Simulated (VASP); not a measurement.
# W (Fm-3m) in VASP: single point with PBEsol

Aim: the single point of W with PBEsol.

Everything below comes from runs of VASP 6.6.1. Logs are shortened: lines on timing, memory, paths and dates and some standing lists are left out, and cuts for length are marked.

## 1. The cell of the first run

It takes space group Fm-3m (No. 225, cubic). Conventional cell: a = 4.060 Å, b = 4.060 Å, c = 4.060 Å, α = 90.00°, β = 90.00°, γ = 90.00°. Within 3.8 Å of W (site symmetry m-3m) lie 12 W at 2.87 Å.

## 2. Single point, PBEsol

INCAR

```
PREC     = Accurate       # precision mode
ENCUT    = 500            # plane-wave cutoff, eV
EDIFF    = 1E-6           # SCF threshold, eV
ISMEAR   = -1             # smearing method
SIGMA    = 0.05           # smearing width, eV
LREAL    = False          # projectors in reciprocal space
LASPH    = True           # aspherical terms in the spheres
NELM     = 120            # most SCF steps
ALGO     = Normal         # electronic algorithm
ISIF     = 2              # what is computed and relaxed
LWAVE    = False          # write WAVECAR
LCHARG   = False          # write CHGCAR
GGA      = PS             # functional
NBANDS   = 13             # bands
GGA_COMPAT= False
```

KPOINTS

```
regular mesh
0
Gamma
  9 9 9
```

POSCAR

```
W
1.0
    0.0000000000      2.0300000000      2.0300000000
    2.0300000000      0.0000000000      2.0300000000
    2.0300000000      2.0300000000      0.0000000000
W
1
Direct
    0.0000000000      0.0000000000      0.0000000000
```

Potentials or basis: VASP PAW PBE potentials, release 64 (W_sv).

Command:

```
$ cat potpaw_PBE.64/W_sv/POTCAR > POTCAR
$ mpirun -np 1 vasp_std > vasp.out
```

OUTCAR:

```text
PREC = Accurate
   ENCUT = 500
   EDIFF = 1E-6
   ISMEAR = -1
   LREAL = False
   LASPH = True
   NELM = 120
   ISIF = 2
   GGA = PS

 ion  position               nearest neighbor table
   1  0.000  0.000  0.000-

  LATTYP: Found a face centered cubic cell.
 ALAT       =     4.0600000000

  Lattice vectors:

 A1 = (   0.0000000000,   2.0300000000,   2.0300000000)
 A2 = (   2.0300000000,   0.0000000000,   2.0300000000)
 A3 = (   2.0300000000,   2.0300000000,   0.0000000000)

Analysis of symmetry for initial positions (statically):
=====================================================================
 Subroutine PRICEL returns:
 Original cell was already a primitive cell.

 Routine SETGRP: Setting up the symmetry group for a
 face centered cubic supercell.

 Subroutine GETGRP returns: Found 48 space group operations
 (whereof 48 operations were pure point group operations)
 out of a pool of 48 trial point group operations.

The static configuration has the point symmetry O_h .

Analysis of symmetry for dynamics (positions and initial velocities):
=====================================================================
 Subroutine PRICEL returns:
 Original cell was already a primitive cell.

 Routine SETGRP: Setting up the symmetry group for a
 face centered cubic supercell.

 Subroutine GETGRP returns: Found 48 space group operations
 (whereof 48 operations were pure point group operations)
 out of a pool of 48 trial point group operations.

The dynamic configuration has the point symmetry O_h .

 Subroutine INISYM returns: Found 48 space group operations
 (whereof 48 operations are pure point group operations),
 and found     1 'primitive' translations

----------------------------------------------------------------------------------------

                                     Primitive cell

  volume of cell :      16.7309

  direct lattice vectors                    reciprocal lattice vectors
     0.000000000  2.030000000  2.030000000    -0.246305419  0.246305419  0.246305419
     2.030000000  0.000000000  2.030000000     0.246305419 -0.246305419  0.246305419
     2.030000000  2.030000000  0.000000000     0.246305419  0.246305419 -0.246305419

  length of vectors
     2.870853532  2.870853532  2.870853532     0.426613499  0.426613499  0.426613499

  position of ions in fractional coordinates (direct lattice)
     0.000000000  0.000000000  0.000000000

  ion indices of the primitive-cell ions
   primitive index   ion index
                 1           1

----------------------------------------------------------------------------------------

 KPOINTS: regular mesh

Automatic generation of k-mesh.
 Grid dimensions read from file:
 generate k-points for:    9    9    9

 Generating k-lattice:

  Cartesian coordinates                     Fractional coordinates (reciprocal lattice)
    -0.027367269  0.027367269  0.027367269     0.111111111  0.000000000  0.000000000
     0.027367269 -0.027367269  0.027367269     0.000000000  0.111111111  0.000000000
     0.027367269  0.027367269 -0.027367269     0.000000000  0.000000000  0.111111111

  Length of vectors
     0.047401500  0.047401500  0.047401500

  Shift w.r.t. Gamma in fractional coordinates (k-lattice)
     0.000000000  0.000000000  0.000000000

 Subroutine IBZKPT returns following result:
 ===========================================

 Found     35 irreducible k-points:

 Following reciprocal coordinates:
            Coordinates               Weight
  0.000000  0.000000  0.000000      1.000000
  0.111111  0.000000  0.000000      8.000000
  0.222222  0.000000  0.000000      8.000000
  0.333333  0.000000  0.000000      8.000000
  0.444444  0.000000  0.000000      8.000000
  0.111111  0.111111  0.000000      6.000000
[... 16 lines left out ...]
 -0.333333  0.333333  0.000000     12.000000
  0.444444  0.444444  0.000000      6.000000
 [... further k-points ...]
   k-points           NKPTS =     35   k-points in BZ     NKDIM =     35   number of bands    NBANDS=     13
   number of dos      NEDOS =    301   number of ions     NIONS =      1
   total plane-waves  NPLWV =  13824
   dimension x,y,z NGX =    24 NGY =   24 NGZ =   24
   dimension x,y,z NGXF=    48 NGYF=   48 NGZF=   48
   ions per type =               1
   NGX,Y,Z   is equivalent  to a cutoff of  13.90, 13.90, 13.90 a.u.
   NGXF,Y,Z  is equivalent  to a cutoff of  27.80, 27.80, 27.80 a.u.
 SYSTEM =  unknown system
   PREC   = accura    normal or accurate (medium, high low for compatibility)
   ISTART =      0    job   : 0-new  1-cont  2-samecut
   ICHARG =      2    charge: 1-file 2-atom 10-const
   ISPIN  =      1    spin polarized calculation?
   LNONCOLLINEAR =      F non collinear calculations
   LSORBIT =      F    spin-orbit coupling
   LASPH  =      T    aspherical Exc in radial PAW
   ENCUT  =  500.0 eV  36.75 Ry    6.06 a.u.   5.23  5.23  5.23*2*pi/ulx,y,z
   NELM   =    120;   NELMIN=  2; NELMDL= -5     # of ELM steps
   EDIFF  = 0.1E-05   stopping-criterion for ELM
   LREAL  =      F    real-space projection
   EDIFFG = 0.1E-04   stopping-criterion for IOM
   NSW    =      0    number of steps for IOM
   IBRION =     -1    ionic relax: 0-MD 1-quasi-New 2-CG
   NFREE  =      0    steps in history (QN), initial steepest desc. (CG)
   ISIF   =      2    stress and relaxation
   ISYM   =      2    0-nonsym 1-usesym 2-fastsym
   POTIM  = 0.5000    time-step for ionic-motion
   TEBEG  =    0.0;   TEEND  =   0.0 temperature during run
   PSTRESS=    0.0 pullay stress
   NELECT =      14.0000    total number of electrons
   NUPDOWN=      -1.0000    fix difference up-down
   EMIN   =  10.00;   EMAX   =-10.00  energy-range for DOS
   EFERMI =   0.00;   METHOD = LEGACY
   ISMEAR =    -1;   SIGMA  =   0.05  broadening in eV -4-tet -1-fermi 0-gaus
   EFERMI_NEDOS =   21; number of points for ismear=-14 and -15
   IALGO  =     38    algorithm
   IMIX   =      4    mixing-type and parameters
     AMIX     =   0.40;   BMIX     =  1.00
     AMIX_MAG =   1.60;   BMIX_MAG =  1.00
  volume/ion in A,a.u.               =      16.73       112.91
  Fermi-wavevector in a.u.,A,eV,Ry     =   1.542688  2.915258 32.380324  2.379887
  Thomas-Fermi vector in A             =   2.648457
   LORBIT       =      0    0 simple, 1 ext, 2 COOP (PROOUT), +10 PAW based schemes
   GGA     = PS    functional components
   LHFCALC =     F    Hartree Fock is set to
   AEXX    =    0.0000 exact exchange contribution
   IVDW    =     0    specifies the selected vdW correction
   LEPSILON=     F    determine dielectric tensor
   LRPA    =     F    only Hartree local field effects (RPA)
 non-spin polarized calculation
  energy-cutoff  :      500.00
  volume of cell :       16.73
 maximum number of plane-waves:       440
 NGX is ok and might be reduce to    24
   NGX = 11   NGY = 11   NGZ = 11

 number of electron      14.0000002 magnetization

 Free energy of the ion-electron system (eV)
  ---------------------------------------------------
  ext. energy  EPLUGINS =         0.00000000
  ---------------------------------------------------
  free energy    TOTEN  =       -13.28830487 eV

  energy without entropy =      -13.27819380  energy(sigma->0) =      -13.28324934

 E-fermi :  10.1004     XC(G=0): -13.4464

 val. band max:       10.0972957716   @ k =  -0.4444   0.1111   0.0000
 cond. band min:      10.1229060318   @ k =   0.2222   0.1111   0.0000
 fundamental gap:      0.0256102602
 Fermi energy:        10.1003646087

 k-point     1 :       0.0000    0.0000    0.0000
  band No.  band energies     occupation
      1     -63.5936      2.00000
      2     -27.2451      2.00000
      3     -27.2451      2.00000
      4     -27.2451      2.00000
      5       1.1508      2.00000
      6       9.5262      1.99998
      7       9.5262      1.99998
      8       9.5262      1.99998
      9      12.5578      0.00000
     10      12.5578      0.00000
     11      22.8588      0.00000
     12      27.9411      0.00000
     13      27.9411      0.00000

 k-point     2 :       0.1111    0.0000    0.0000
  band No.  band energies     occupation
      1     -63.5823      2.00000
      2     -27.3792      2.00000
      3     -27.2624      2.00000
      4     -27.2624      2.00000
      5       1.6698      2.00000
      6       9.1553      2.00000
      7       9.7522      1.99811
      8       9.7522      1.99811
      9      12.3715      0.00000
     10      12.3715      0.00000
     11      23.8479      0.00000
     12      26.1847      0.00000
     13      28.9138      0.00000

 k-point     3 :       0.2222    0.0000    0.0000
  band No.  band energies     occupation
      1     -63.5534      2.00000
      2     -27.7086      2.00000
      3     -27.3059      2.00000
      4     -27.3059      2.00000
      5       2.9790      2.00000
      6       8.5842      2.00000
      7       9.9897      1.80279
      8       9.9897      1.80279
      9      12.4568      0.00000
     10      12.4568      0.00000
     11      23.5161      0.00000
     12      26.3929      0.00000
     13      31.5045      0.00000

 k-point     4 :       0.3333    0.0000    0.0000
  band No.  band energies     occupation
      1     -63.5205      2.00000
      2     -28.0677      2.00000
      3     -27.3548      2.00000
      4     -27.3548      2.00000
      5       4.1848      2.00000
      6       8.9333      2.00000
      7       9.6755      1.99959
      8       9.6755      1.99959
      9      13.5696      0.00000
     10      13.5696      0.00000
     11      21.7409      0.00000
     12      25.3999      0.00000
     13      31.6596      0.00000

 k-point     5 :       0.4444    0.0000    0.0000
  band No.  band energies     occupation
      1     -63.4989      2.00000
      2     -28.2940      2.00000
      3     -27.3864      2.00000
      4     -27.3864      2.00000
      5       4.5350      2.00000
      6       9.3501      2.00000
      7       9.3501      2.00000
      8      10.3349      0.01820
      9      14.7790      0.00000
     10      14.7790      0.00000
     11      20.3540      0.00000
     12      22.8164      0.00000
     13      28.9032      0.00000
[... 257 lines left out ...]
 k-point    22 :      -0.4444    0.3333    0.0000
  band No.  band energies     occupation
      1     -63.4685      2.00000
      2     -28.1288      2.00000
      3     -27.7958      2.00000
      4     -27.5622      2.00000
      5       5.6694      2.00000
      6       6.7129      2.00000
      7       9.9900      1.80198
      8      12.5952      0.00000
      9      15.0198      0.00000
     10      18.1754      0.00000
     11      18.8486      0.00000
     12      24.5908      0.00000
     13      25.3035      0.00000

 k-point    23 :      -0.3333    0.3333    0.0000
  band No.  band energies     occupation
      1     -63.4718      2.00000
      2     -27.9780      2.00000
      3     -27.9700      2.00000
      4     -27.5027      2.00000
      5       6.3876      2.00000
      6       7.3306      2.00000
      7       9.0275      2.00000
      8      11.7990      0.00000
      9      13.8891      0.00000
     10      16.8797      0.00000
     11      22.2163      0.00000
     12      22.8555      0.00000
     13      28.1336      0.00000

 k-point    24 :       0.4444    0.4444    0.0000
  band No.  band energies     occupation
      1     -63.4678      2.00000
      2     -28.2298      2.00000
      3     -27.6252      2.00000
      4     -27.6252      2.00000
      5       4.7591      2.00000
      6       5.7476      2.00000
      7      12.4592      0.00000
      8      14.8474      0.00000
      9      15.2421      0.00000
     10      15.2421      0.00000
     11      22.2492      0.00000
     12      22.2492      0.00000
     13      23.4172      0.00000

 [... further k-points ...]
[... 5 lines left out ...]
  --------------------------------------------------------------------------------------
  -------------------------------------------------------------------------------------
  Total       -1.3394334     -1.3394334     -1.3394334     -0.0000000     -0.0000000      0.0000000
  in kB     -128.2666011   -128.2666011   -128.2666011     -0.0000000     -0.0000000      0.0000000
  external PRESSURE =    -128.2666011 kB  Pullay stress =       0.0000000 kB

 VOLUME and BASIS-vectors are now :
 -----------------------------------------------------------------------------
  energy-cutoff  :      500.00
  volume of cell :       16.73
      direct lattice vectors                 reciprocal lattice vectors
     0.000000000  2.030000000  2.030000000    -0.246305419  0.246305419  0.246305419
     2.030000000  0.000000000  2.030000000     0.246305419 -0.246305419  0.246305419
     2.030000000  2.030000000  0.000000000     0.246305419  0.246305419 -0.246305419

 POSITION                                       TOTAL-FORCE (eV/Angst)
 -----------------------------------------------------------------------------------
      0.00000      0.00000      0.00000         0.000000      0.000000      0.000000
 -----------------------------------------------------------------------------------
    total drift:                               -0.000000      0.000000      0.000000

  FREE ENERGIE OF THE ION-ELECTRON SYSTEM (eV)
  ---------------------------------------------------
  free  energy   TOTEN  =       -13.2883048659 eV

  energy  without entropy=      -13.2781938045  energy(sigma->0) =      -13.28324934
```

Wall time 6.6 s (1 thread of Intel Xeon Platinum 8488C (Sapphire Rapids), shared host); peak memory 0.14 GiB.

Results:

```yaml
Free_energy: -13.2883 eV
Pressure: -12.8 GPa
Band_gap_on_the_k_mesh: zero (band 7 reaches 12.46 eV, above the bottom of band 8 at 9.53 eV)
```

Levels at points of the mesh, in eV from the Fermi level:
```csv
k point,band 4,band 5,band 6,band 7,band 8,band 9,band 10,band 11
"(0.00, 0.00, 0.00)",-37.35,-8.95,-0.57,-0.57,-0.57,2.46,2.46,12.76
```

Caveat: the PAW data sets were made with another functional, which shifts forces and pressure a little; spin-orbit coupling is left out, which moves the levels of the heavy elements.
